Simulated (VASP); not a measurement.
# Ta (Im-3m) in VASP: notebook

Ta is run at these levels: LDA; tasks: relaxation of cell and atoms, single point.

Everything below comes from runs of VASP 6.6.1. Logs are shortened: lines on timing, memory, paths and dates and some standing lists are left out, and cuts for length are marked.

## Step 1: The cell of the first run

The structure is cubic, space group Im-3m (No. 229). The conventional cell has a = 3.306 Å, b = 3.306 Å, c = 3.306 Å, α = 90.00°, β = 90.00°, γ = 90.00°. Within 3.8 Å of Ta (site symmetry m-3m) lie 14 Ta at 2.86 to 3.31 Å.

## Step 2: Relaxation of cell and atoms, LDA

INCAR

```
PREC = Accurate
ENCUT = 500
EDIFF = 1E-7
ISMEAR = -1
SIGMA = 0.1
LREAL = False
LASPH = True
NELM = 120
ALGO = Normal
ISIF = 3
LWAVE = False
LCHARG = False
GGA = CA
IBRION = 2
NSW = 80
EDIFFG = -0.01
GGA_COMPAT = False
NELMIN = 4
```

KPOINTS

```
regular mesh
0
Gamma
  13 13 13
```

POSCAR

```
Ta
1.0
   -1.6529000000      1.6529000000      1.6529000000
    1.6529000000     -1.6529000000      1.6529000000
    1.6529000000      1.6529000000     -1.6529000000
Ta
1
Direct
    0.0000000000      0.0000000000      0.0000000000
```

Potentials or basis: VASP PAW LDA potentials, release 64 (Ta_sv_GW).

Launch:

```
cat potpaw_LDA.64/Ta_sv_GW/POTCAR > POTCAR
mpirun -np 1 vasp_std > vasp.out
```

OUTCAR:

```text
PREC = Accurate
   ENCUT = 500
   EDIFF = 1E-7
   ISMEAR = -1
   LREAL = False
   LASPH = True
   NELM = 120
   ISIF = 3
   GGA = CA
   IBRION = 2
   NSW = 80
   EDIFFG = -0.01
   NELMIN = 4

 ion  position               nearest neighbor table
   1  0.000  0.000  0.000-

  LATTYP: Found a body centered cubic cell.
 ALAT       =     3.3058000000

  Lattice vectors:

 A1 = (  -1.6529000000,   1.6529000000,   1.6529000000)
 A2 = (   1.6529000000,  -1.6529000000,   1.6529000000)
 A3 = (   1.6529000000,   1.6529000000,  -1.6529000000)

Analysis of symmetry for initial positions (statically):
=====================================================================
 Subroutine PRICEL returns:
 Original cell was already a primitive cell.

 Routine SETGRP: Setting up the symmetry group for a
 body centered cubic supercell.

 Subroutine GETGRP returns: Found 48 space group operations
 (whereof 48 operations were pure point group operations)
 out of a pool of 48 trial point group operations.

The static configuration has the point symmetry O_h .

Analysis of symmetry for dynamics (positions and initial velocities):
=====================================================================
 Subroutine PRICEL returns:
 Original cell was already a primitive cell.

 Routine SETGRP: Setting up the symmetry group for a
 body centered cubic supercell.

 Subroutine GETGRP returns: Found 48 space group operations
 (whereof 48 operations were pure point group operations)
 out of a pool of 48 trial point group operations.

The dynamic configuration has the point symmetry O_h .

 Subroutine INISYM returns: Found 48 space group operations
 (whereof 48 operations are pure point group operations),
 and found     1 'primitive' translations

----------------------------------------------------------------------------------------

                                     Primitive cell

  volume of cell :      18.0634

  direct lattice vectors                    reciprocal lattice vectors
    -1.652900000  1.652900000  1.652900000     0.000000000  0.302498639  0.302498639
     1.652900000 -1.652900000  1.652900000     0.302498639  0.000000000  0.302498639
     1.652900000  1.652900000 -1.652900000     0.302498639  0.302498639  0.000000000

  length of vectors
     2.862906780  2.862906780  2.862906780     0.427797678  0.427797678  0.427797678

  position of ions in fractional coordinates (direct lattice)
     0.000000000  0.000000000  0.000000000

  ion indices of the primitive-cell ions
   primitive index   ion index
                 1           1

----------------------------------------------------------------------------------------

 KPOINTS: regular mesh

Automatic generation of k-mesh.
 Grid dimensions read from file:
 generate k-points for:   13   13   13

 Generating k-lattice:

  Cartesian coordinates                     Fractional coordinates (reciprocal lattice)
     0.000000000  0.023269126  0.023269126     0.076923077  0.000000000  0.000000000
     0.023269126  0.000000000  0.023269126     0.000000000  0.076923077  0.000000000
     0.023269126  0.023269126  0.000000000     0.000000000  0.000000000  0.076923077

  Length of vectors
     0.032907514  0.032907514  0.032907514

  Shift w.r.t. Gamma in fractional coordinates (k-lattice)
     0.000000000  0.000000000  0.000000000

 Subroutine IBZKPT returns following result:
 ===========================================

 Found     84 irreducible k-points:

 Following reciprocal coordinates:
            Coordinates               Weight
  0.000000  0.000000  0.000000      1.000000
  0.076923  0.000000  0.000000     12.000000
  0.153846  0.000000  0.000000     12.000000
  0.230769  0.000000  0.000000     12.000000
  0.307692  0.000000  0.000000     12.000000
  0.384615  0.000000  0.000000     12.000000
[... 16 lines left out ...]
  0.153846  0.076923  0.076923     24.000000
  0.230769  0.076923  0.076923     24.000000
 [... further k-points ...]
   k-points           NKPTS =     84   k-points in BZ     NKDIM =     84   number of bands    NBANDS=     10
   number of dos      NEDOS =    301   number of ions     NIONS =      1
   total plane-waves  NPLWV =  13824
   dimension x,y,z NGX =    24 NGY =   24 NGZ =   24
   dimension x,y,z NGXF=    48 NGYF=   48 NGZF=   48
   ions per type =               1
   NGX,Y,Z   is equivalent  to a cutoff of  13.94, 13.94, 13.94 a.u.
   NGXF,Y,Z  is equivalent  to a cutoff of  27.87, 27.87, 27.87 a.u.
 SYSTEM =  unknown system
   PREC   = accura    normal or accurate (medium, high low for compatibility)
   ISTART =      0    job   : 0-new  1-cont  2-samecut
   ICHARG =      2    charge: 1-file 2-atom 10-const
   ISPIN  =      1    spin polarized calculation?
   LNONCOLLINEAR =      F non collinear calculations
   LSORBIT =      F    spin-orbit coupling
   LASPH  =      T    aspherical Exc in radial PAW
   ENCUT  =  500.0 eV  36.75 Ry    6.06 a.u.   5.22  5.22  5.22*2*pi/ulx,y,z
   NELM   =    120;   NELMIN=  4; NELMDL= -5     # of ELM steps
   EDIFF  = 0.1E-06   stopping-criterion for ELM
   LREAL  =      F    real-space projection
   EDIFFG = -.1E-01   stopping-criterion for IOM
   NSW    =     80    number of steps for IOM
   IBRION =      2    ionic relax: 0-MD 1-quasi-New 2-CG
   NFREE  =      1    steps in history (QN), initial steepest desc. (CG)
   ISIF   =      3    stress and relaxation
   ISYM   =      2    0-nonsym 1-usesym 2-fastsym
   POTIM  = 0.5000    time-step for ionic-motion
   TEBEG  =    0.0;   TEEND  =   0.0 temperature during run
   PSTRESS=    0.0 pullay stress
   NELECT =      13.0000    total number of electrons
   NUPDOWN=      -1.0000    fix difference up-down
   EMIN   =  10.00;   EMAX   =-10.00  energy-range for DOS
   EFERMI =   0.00;   METHOD = LEGACY
   ISMEAR =    -1;   SIGMA  =   0.10  broadening in eV -4-tet -1-fermi 0-gaus
   EFERMI_NEDOS =   21; number of points for ismear=-14 and -15
   IALGO  =     38    algorithm
   IMIX   =      4    mixing-type and parameters
     AMIX     =   0.40;   BMIX     =  1.00
     AMIX_MAG =   1.60;   BMIX_MAG =  1.00
  volume/ion in A,a.u.               =      18.06       121.90
  Fermi-wavevector in a.u.,A,eV,Ry     =   1.467088  2.772394 29.284444  2.152346
  Thomas-Fermi vector in A             =   2.582747
   LORBIT       =      0    0 simple, 1 ext, 2 COOP (PROOUT), +10 PAW based schemes
   GGA     = CA    functional components
   LHFCALC =     F    Hartree Fock is set to
   AEXX    =    0.0000 exact exchange contribution
   IVDW    =     0    specifies the selected vdW correction
   LEPSILON=     F    determine dielectric tensor
   LRPA    =     F    only Hartree local field effects (RPA)
 conjugate gradient relaxation of ions
 non-spin polarized calculation
  energy-cutoff  :      500.00
  volume of cell :       18.06
 maximum number of plane-waves:       472
 NGX is ok and might be reduce to    24
   NGX = 11   NGY = 11   NGZ = 11

--------------------------------------- Ionic step        1  -------------------------------------------

 number of electron      12.9999998 magnetization

 Free energy of the ion-electron system (eV)
  ---------------------------------------------------
  ext. energy  EPLUGINS =         0.00000000
  ---------------------------------------------------
  free energy    TOTEN  =       -15.31316832 eV

  energy without entropy =      -15.26674398  energy(sigma->0) =      -15.28995615

------------------------ aborting loop because EDIFF is reached ----------------------------------------

  FORCE on cell =-STRESS in cart. coord.  units (eV):
  Direction    XX          YY          ZZ          XY          YZ          ZX
  --------------------------------------------------------------------------------------
  -------------------------------------------------------------------------------------
  Total       -1.0943933     -1.0943933     -1.0943933     -0.0000000     -0.0000000     -0.0000000
  in kB      -97.0698320    -97.0698320    -97.0698320     -0.0000000     -0.0000000     -0.0000000
  external PRESSURE =     -97.0698320 kB  Pullay stress =       0.0000000 kB
[... 90 lines left out ...]
  energy  without entropy=      -15.2941792418  energy(sigma->0) =      -15.31697979

--------------------------------------- Ionic step        4  -------------------------------------------

 number of electron      13.0000001 magnetization

 Free energy of the ion-electron system (eV)
  ---------------------------------------------------
  ext. energy  EPLUGINS =         0.00000000
  ---------------------------------------------------
  free energy    TOTEN  =       -15.33982360 eV

  energy without entropy =      -15.29428161  energy(sigma->0) =      -15.31705260

 E-fermi :  10.8067     XC(G=0): -13.5179

 val. band max:       10.8051001401   @ k =  -0.3077   0.4615   0.1538
 cond. band min:      10.8232207119   @ k =  -0.1538   0.2308   0.0769
 fundamental gap:      0.0181205718
 Fermi energy:        10.8066693603

 k-point     1 :       0.0000    0.0000    0.0000
  band No.  band energies     occupation
      1     -55.8784      2.00000
      2     -21.9268      2.00000
      3     -21.9268      2.00000
      4     -21.9268      2.00000
      5       2.8075      2.00000
      6      11.4706      0.00261
      7      11.4706      0.00261
      8      11.4706      0.00261
      9      14.8876      0.00000
     10      14.8876      0.00000
[... 287 lines left out ...]
 k-point    24 :       0.2308    0.0769    0.0769
  band No.  band energies     occupation
      1     -55.7737      2.00000
      2     -22.9196      2.00000
      3     -22.2299      2.00000
      4     -22.0049      2.00000
      5       6.3717      2.00000
      6       9.5661      1.99999
      7      10.1132      1.99806
      8      14.7000      0.00000
      9      15.3465      0.00000
     10      16.6364      0.00000

 [... further k-points ...]
[... 5 lines left out ...]
  --------------------------------------------------------------------------------------
  -------------------------------------------------------------------------------------
  Total       -0.0045557     -0.0045557     -0.0045557     -0.0000000     -0.0000000      0.0000000
  in kB       -0.4239208     -0.4239208     -0.4239208     -0.0000000     -0.0000000      0.0000000
  external PRESSURE =      -0.4239208 kB  Pullay stress =       0.0000000 kB
[... 16 lines left out ...]
  FREE ENERGIE OF THE ION-ELECTRON SYSTEM (eV)
  ---------------------------------------------------
  free  energy   TOTEN  =       -15.3398236001 eV

  energy  without entropy=      -15.2942816087  energy(sigma->0) =      -15.31705260

 reached required accuracy - stopping structural energy minimisation
```

Run time: 19 s. Hardware: 1 thread of Intel Xeon 6975P-C (Granite Rapids), shared host; peak memory 0.15 GiB.

Results:

- Free energy: -15.3398 eV
- Relaxed volume: 17.22 Å³/atom
- Relaxed cell: a = 2.818 Å, b = 2.818 Å, c = 2.818 Å, α = 109.47°, β = 109.47°, γ = 109.47°
- Space group after relaxing (to 0.1 Å): Im-3m (No. 229)
- Energy gained by relaxing: 26.7 meV/atom
- Ionic steps: 4
- Pressure after relaxing: 0.0 GPa
- Band gap on the k mesh: zero (an odd number of electrons rules out a gap without spin polarisation)

Step by step:
| step | energy change (eV) | largest force (eV/Å) | pressure (GPa) | volume (Å³) |
| --- | --- | --- | --- | --- |
| 1 | 0.0000 | 0.0000 | -9.71 | 18.06 |
| 2 | 0.1368 | 0.0000 | 30.70 | 15.35 |
| 3 | -0.0266 | 0.0000 | -0.42 | 17.25 |
| 4 | -0.0267 | 0.0000 | -0.04 | 17.22 |

Final structure:
```cif
data_structure
_symmetry_space_group_name_H-M 'P 1'
_symmetry_Int_Tables_number 1
_cell_length_a 2.8175
_cell_length_b 2.8175
_cell_length_c 2.8175
_cell_angle_alpha 109.471
_cell_angle_beta 109.471
_cell_angle_gamma 109.471
_cell_volume 17.22
loop_
_atom_site_label
_atom_site_type_symbol
_atom_site_fract_x
_atom_site_fract_y
_atom_site_fract_z
_atom_site_occupancy
Ta1 Ta 0.00000 0.00000 0.00000 1
```

Caveat: spin-orbit coupling is left out, which moves the levels of the heavy elements.

(Continued in part 2 of 2.)

The gap in the log of VASP goes by the Fermi energy; the results here count the filled bands.